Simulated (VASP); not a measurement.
# SnAs2H4N2 (C2/m) in VASP: notebook, part 2 of 2

VASP 6.6.1. The steps go on from the part before.

### 3 Relaxation of cell and atoms, PBE

This run uses another cell than the first one, of 11.28 Å³/atom.

The input, INCAR:

```
SYSTEM = SnAs2H4N2
PREC = Accurate ; ENCUT = 600
EDIFF = 1E-6 ; ISMEAR = -1
SIGMA = 0.1 ; LREAL = .FALSE.
LASPH = .TRUE. ; NELM = 60
ALGO = Normal ; ISIF = 3
LWAVE = .FALSE. ; LCHARG = .FALSE.
GGA = PE ; IBRION = 2
NSW = 80 ; EDIFFG = -0.03
```

The input, KPOINTS:

```
regular mesh
0
G
  6 6 4
  0 0 0
```

The input, POSCAR:

```
SnAs2H4N2
1.0
    0.0000000000      3.4569430000      0.0000000000
    5.6892100000     -1.7284720000      0.0000000000
    1.4526540000      0.0000000000     -5.1635050000
Sn As N H
1 2 2 4
Direct
    0.0000000000      0.0000000000      0.0000000000
    0.8812000000      0.7624000000      0.7537000000
    0.1188000000      0.2376000000      0.2463000000
    0.6067000000      0.2134000000      0.7706000000
    0.3933000000      0.7866000000      0.2294000000
    0.6100000000      0.2200000000      0.5660000000
    0.3900000000      0.7800000000      0.4340000000
    0.7010000000      0.4020000000      0.7762000000
    0.2990000000      0.5980000000      0.2238000000
```

Potentials or basis: VASP PAW PBE potentials, release 64 (Sn_d, As, N, H).

The run is started by

```bash
> cat potpaw_PBE.64/Sn_d/POTCAR potpaw_PBE.64/As/POTCAR potpaw_PBE.64/N/POTCAR potpaw_PBE.64/H/POTCAR > POTCAR
> mpirun -np 1 vasp_std > vasp.out
```

OUTCAR:

```text
SYSTEM = SnAs2H4N2
   PREC = Accurate
   ENCUT = 600
   EDIFF = 1E-6
   ISMEAR = -1
   LREAL = .FALSE.
   LASPH = .TRUE.
   NELM = 60
   ISIF = 3
   GGA = PE
   IBRION = 2
   NSW = 80
   EDIFFG = -0.03

 ion  position               nearest neighbor table
   1  0.000  0.000  0.000-   2 2.13   3 2.13   4 2.27   5 2.27   5 2.27   4 2.27
   2  0.881  0.762  0.754-   1 2.13
   3  0.119  0.238  0.246-   1 2.13
   4  0.607  0.213  0.771-   8 1.08   6 1.09   1 2.27   1 2.27
   5  0.393  0.787  0.229-   9 1.08   7 1.09   1 2.27   1 2.27
   6  0.610  0.220  0.566-   4 1.09
   7  0.390  0.780  0.434-   5 1.09
   8  0.701  0.402  0.776-   4 1.08
   9  0.299  0.598  0.224-   5 1.08

  LATTYP: Found a base centered monoclinic cell.
 ALAT       =    11.3784200000
 B/A-ratio  =     0.3038157319
 C/A-ratio  =     0.4714145376
 COS(beta)  =    -0.2708178292

  Lattice vectors:

 A1 = (  -5.6892100000,  -1.7284710000,   0.0000000000)
 A2 = (  -5.6892100000,   1.7284720000,   0.0000000000)
 A3 = (   1.4526540000,   0.0000000000,  -5.1635050000)

Analysis of symmetry for initial positions (statically):
=====================================================================
 Subroutine PRICEL returns:
 Original cell was already a primitive cell.

 Routine SETGRP: Setting up the symmetry group for a
 base centered monoclinic supercell.

 Subroutine GETGRP returns: Found  4 space group operations
 (whereof  4 operations were pure point group operations)
 out of a pool of  4 trial point group operations.

The static configuration has the point symmetry C_2h.

Analysis of symmetry for dynamics (positions and initial velocities):
=====================================================================
 Subroutine PRICEL returns:
 Original cell was already a primitive cell.

 Routine SETGRP: Setting up the symmetry group for a
 base centered monoclinic supercell.

 Subroutine GETGRP returns: Found  4 space group operations
 (whereof  4 operations were pure point group operations)
 out of a pool of  4 trial point group operations.

The dynamic configuration has the point symmetry C_2h.

 Subroutine INISYM returns: Found  4 space group operations
 (whereof  4 operations are pure point group operations),
 and found     1 'primitive' translations

----------------------------------------------------------------------------------------

                                     Primitive cell

  volume of cell :     101.5521

  direct lattice vectors                    reciprocal lattice vectors
     0.000000000  3.456943000  0.000000000     0.087885690  0.289272921  0.024724969
     5.689210000 -1.728472000  0.000000000     0.175771329  0.000000000  0.049449923
     1.452654000  0.000000000 -5.163505000     0.000000000  0.000000000 -0.193666899

  length of vectors
     3.456943000  5.945984013  5.363952603     0.303338164  0.182594783  0.193666899

  position of ions in fractional coordinates (direct lattice)
     0.000000000  0.000000000  0.000000000
     0.881200000  0.762400000  0.753700000
     0.118800000  0.237600000  0.246300000
     0.606700000  0.213400000  0.770600000
     0.393300000  0.786600000  0.229400000
     0.610000000  0.220000000  0.566000000
     0.390000000  0.780000000  0.434000000
     0.701000000  0.402000000  0.776200000
     0.299000000  0.598000000  0.223800000

  ion indices of the primitive-cell ions
[... 29 lines left out ...]
  Shift w.r.t. Gamma in fractional coordinates (k-lattice)
     0.000000000  0.000000000  0.000000000

 Subroutine IBZKPT returns following result:
 ===========================================

 Found     47 irreducible k-points:

 Following reciprocal coordinates:
            Coordinates               Weight
  0.000000  0.000000  0.000000      1.000000
  0.166667  0.000000  0.000000      4.000000
  0.333333  0.000000  0.000000      4.000000
  0.500000  0.000000  0.000000      2.000000
  0.000000  0.166667  0.000000      2.000000
  0.166667  0.166667  0.000000      4.000000
[... 16 lines left out ...]
  0.500000  0.166667  0.250000      4.000000
 -0.333333  0.166667  0.250000      4.000000
 [... further k-points ...]
   k-points           NKPTS =     47   k-points in BZ     NKDIM =     47   number of bands    NBANDS=     24
   number of dos      NEDOS =    301   number of ions     NIONS =      9
   total plane-waves  NPLWV =  64512
   dimension x,y,z NGX =    28 NGY =   48 NGZ =   48
   dimension x,y,z NGXF=    56 NGYF=   96 NGZF=   96
   ions per type =               1   2   2   4
   NGX,Y,Z   is equivalent  to a cutoff of  13.47, 13.42, 14.88 a.u.
   NGXF,Y,Z  is equivalent  to a cutoff of  26.93, 26.84, 29.75 a.u.
 SYSTEM =  SnAs2H4N2
   PREC   = accura    normal or accurate (medium, high low for compatibility)
   ISTART =      0    job   : 0-new  1-cont  2-samecut
   ICHARG =      2    charge: 1-file 2-atom 10-const
   ISPIN  =      1    spin polarized calculation?
   LNONCOLLINEAR =      F non collinear calculations
   LSORBIT =      F    spin-orbit coupling
   LASPH  =      T    aspherical Exc in radial PAW
   ENCUT  =  600.0 eV  44.10 Ry    6.64 a.u.   6.90 11.88 10.71*2*pi/ulx,y,z
   NELM   =     60;   NELMIN=  2; NELMDL= -5     # of ELM steps
   EDIFF  = 0.1E-05   stopping-criterion for ELM
   LREAL  =      F    real-space projection
   EDIFFG = -.3E-01   stopping-criterion for IOM
   NSW    =     80    number of steps for IOM
   IBRION =      2    ionic relax: 0-MD 1-quasi-New 2-CG
   NFREE  =      1    steps in history (QN), initial steepest desc. (CG)
   ISIF   =      3    stress and relaxation
   ISYM   =      2    0-nonsym 1-usesym 2-fastsym
   POTIM  = 0.5000    time-step for ionic-motion
   TEBEG  =    0.0;   TEEND  =   0.0 temperature during run
   PSTRESS=    0.0 pullay stress
   NELECT =      38.0000    total number of electrons
   NUPDOWN=      -1.0000    fix difference up-down
   EMIN   =  10.00;   EMAX   =-10.00  energy-range for DOS
   EFERMI =   0.00;   METHOD = LEGACY
   ISMEAR =    -1;   SIGMA  =   0.10  broadening in eV -4-tet -1-fermi 0-gaus
   EFERMI_NEDOS =   21; number of points for ismear=-14 and -15
   IALGO  =     38    algorithm
   IMIX   =      4    mixing-type and parameters
     AMIX     =   0.40;   BMIX     =  1.00
     AMIX_MAG =   1.60;   BMIX_MAG =  1.00
  volume/ion in A,a.u.               =      11.28        76.15
  Fermi-wavevector in a.u.,A,eV,Ry     =   1.179704  2.229318 18.935253  1.391702
  Thomas-Fermi vector in A             =   2.316010
   LORBIT       =      0    0 simple, 1 ext, 2 COOP (PROOUT), +10 PAW based schemes
   GGA     = PE    functional components
   LHFCALC =     F    Hartree Fock is set to
   AEXX    =    0.0000 exact exchange contribution
   IVDW    =     0    specifies the selected vdW correction
   LEPSILON=     F    determine dielectric tensor
   LRPA    =     F    only Hartree local field effects (RPA)
 conjugate gradient relaxation of ions
 non-spin polarized calculation
  energy-cutoff  :      600.00
  volume of cell :      101.55
 maximum number of plane-waves:      3407
   NGX = 13   NGY = 23   NGZ = 21

--------------------------------------- Ionic step        1  -------------------------------------------

 number of electron      38.0000006 magnetization

 Free energy of the ion-electron system (eV)
  ---------------------------------------------------
  ext. energy  EPLUGINS =         0.00000000
  ---------------------------------------------------
  free energy    TOTEN  =       -37.46228273 eV

  energy without entropy =      -37.37747441  energy(sigma->0) =      -37.41987857

 E-fermi :   4.5515     XC(G=0):  -9.9223

 val. band max:        4.5497501427   @ k =   0.1667   0.3333   0.0000
 cond. band min:       4.5580861174   @ k =  -0.1667  -0.0000   0.2500
 fundamental gap:      0.0083359748
 Fermi energy:         4.5514714722

 k-point     1 :       0.0000    0.0000    0.0000
  band No.  band energies     occupation
      1     -17.5215      2.00000
      2     -16.9244      2.00000
      3     -16.8913      2.00000
      4     -16.7451      2.00000
      5     -16.7102      2.00000
      6     -12.1713      2.00000
[... 761 lines left out ...]
  FREE ENERGIE OF THE ION-ELECTRON SYSTEM (eV)
  ---------------------------------------------------
  free  energy   TOTEN  =       -41.5431041409 eV

  energy  without entropy=      -41.4748586715  energy(sigma->0) =      -41.50898141

[... ionic steps 4 to 66 ...]

--------------------------------------- Ionic step       67  -------------------------------------------

 number of electron      37.9999997 magnetization

------------------------ aborting loop because EDIFF is reached ----------------------------------------
[... 81 lines left out ...]
--------------------------------------- Ionic step       69  -------------------------------------------

 number of electron      37.9999997 magnetization

 Free energy of the ion-electron system (eV)
  ---------------------------------------------------
  ext. energy  EPLUGINS =         0.00000000
  ---------------------------------------------------
  free energy    TOTEN  =       -43.94139244 eV

  energy without entropy =      -43.89751435  energy(sigma->0) =      -43.91945340

 E-fermi :   3.4331     XC(G=0):  -9.1278

 val. band max:        3.2933192238   @ k =  -0.3333   0.1667   0.0000
 cond. band min:       3.6077114706   @ k =   0.1667  -0.3333   0.2500
 fundamental gap:      0.3143922468
 Fermi energy:         3.4330579981

 k-point     1 :       0.0000    0.0000    0.0000
  band No.  band energies     occupation
      1     -18.1563      2.00000
      2     -17.9162      2.00000
      3     -17.9140      2.00000
      4     -17.8741      2.00000
      5     -17.8711      2.00000
      6     -13.7687      2.00000
[... 675 lines left out ...]
  FREE ENERGIE OF THE ION-ELECTRON SYSTEM (eV)
  ---------------------------------------------------
  free  energy   TOTEN  =       -43.9413924428 eV

  energy  without entropy=      -43.8975143540  energy(sigma->0) =      -43.91945340

 reached required accuracy - stopping structural energy minimisation
```

Wall time 36 min (1 thread of Intel Xeon 6975P-C (Granite Rapids), shared host); peak memory 0.36 GiB.

What came out:

```
Free energy                           : -43.9414 eV
Relaxed volume                        : 13.29 Å³/atom
Relaxed cell                          : a = 3.202 Å, b = 6.985 Å, c = 6.356 Å, α = 60.70°, β = 90.00°, γ = 103.25°
Space group after relaxing (to 0.1 Å) : C2/m (No. 12)
Energy gained by relaxing             : 719.9 meV/atom
Ionic steps                           : 69
Pressure after relaxing               : 0.1 GPa
Largest force after relaxing          : 0.026 eV/Å
Band gap on the k mesh                : zero (bands 19 and 20 overlap by 2.90 eV)
```

Forces in eV/Å, atoms in the order of the input:
```
Sn   0.000  0.000  0.000
As   0.006  0.000 -0.005
As  -0.006  0.000  0.005
N   -0.017  0.000 -0.003
N    0.017  0.000  0.003
H    0.018  0.000 -0.004
H   -0.018  0.000  0.004
H   -0.025  0.000 -0.004
H    0.025  0.000  0.004
```

Stress tensor (GPa, compression positive):
```
0.06 0.00 0.05
0.00 0.08 0.00
0.05 0.00 0.26
```

The path:
```
step  energy change (eV)  largest force (eV/Å)  pressure (GPa)  volume (Å³)
   1              0.0000                9.2751           24.97       101.55
   3             -4.0808                2.3636           -3.36       114.47
   5             -4.0874                2.3263           -2.74       113.78
   7             -4.7408                2.6720            3.17       111.98
   9             -5.6553                1.9393            6.41       112.94
  11             -5.8509                2.0921            3.50       116.17
  13             -6.2224                0.6051           -1.40       124.77
  15             -6.2882                0.5134           -1.26       124.76
  17             -6.3673                0.6886            0.52       122.94
  19             -6.3863                0.2127            0.20       123.19
  21             -6.3984                0.1846           -0.20       123.30
  23             -6.4018                0.2088           -0.23       123.20
  25             -6.4078                0.8053            0.49       122.01
  27             -6.4116                0.5087            0.26       122.40
  29             -6.4198                0.3146            0.46       122.07
  31             -6.4260                0.2342            0.87       121.43
  33             -6.4381                0.1846            0.46       121.65
  35             -6.4466                0.1639           -1.38       122.58
  37             -6.4577                0.1977           -0.34       121.83
  39             -6.4626                0.2958           -0.05       121.28
  41             -6.4675                0.4240            0.37       119.53
  43             -6.4721                0.1545            0.09       120.03
  45             -6.4731                0.1302            0.04       119.98
  47             -6.4748                0.1325           -0.01       119.88
  49             -6.4754                0.0503           -0.12       119.85
  51             -6.4760                0.0797           -0.10       119.69
  53             -6.4766                0.0462            0.09       119.50
  55             -6.4768                0.0343            0.08       119.46
  57             -6.4772                0.0584            0.02       119.43
  59             -6.4774                0.0426            0.01       119.45
  61             -6.4779                0.0500           -0.04       119.52
  63             -6.4780                0.1328           -0.15       119.60
  65             -6.4784                0.0806           -0.07       119.57
  67             -6.4790                0.0511            0.19       119.54
  69             -6.4791                0.0256            0.13       119.60
```

Final structure:
```
CELL_PARAMETERS angstrom
0.00000 3.20171 0.00000
6.74589 -1.60086 -0.84809
2.48473 0.00000 -5.85003
ATOMIC_POSITIONS crystal
Sn 0.00000 0.00000 0.00000
As 0.90926 0.81851 0.70128
As 0.09074 0.18149 0.29872
N 0.62093 0.24186 0.78243
N 0.37907 0.75814 0.21757
H 0.63854 0.27708 0.60502
H 0.36146 0.72292 0.39498
H 0.69627 0.39254 0.78446
H 0.30373 0.60746 0.21554
```

Caveat: the volume moved by over 15 % at a fixed basis, so the end points are rough; spin-orbit coupling is left out, which moves the levels of the heavy elements.

The gap in the log of VASP goes by the Fermi energy; the results here count the filled bands.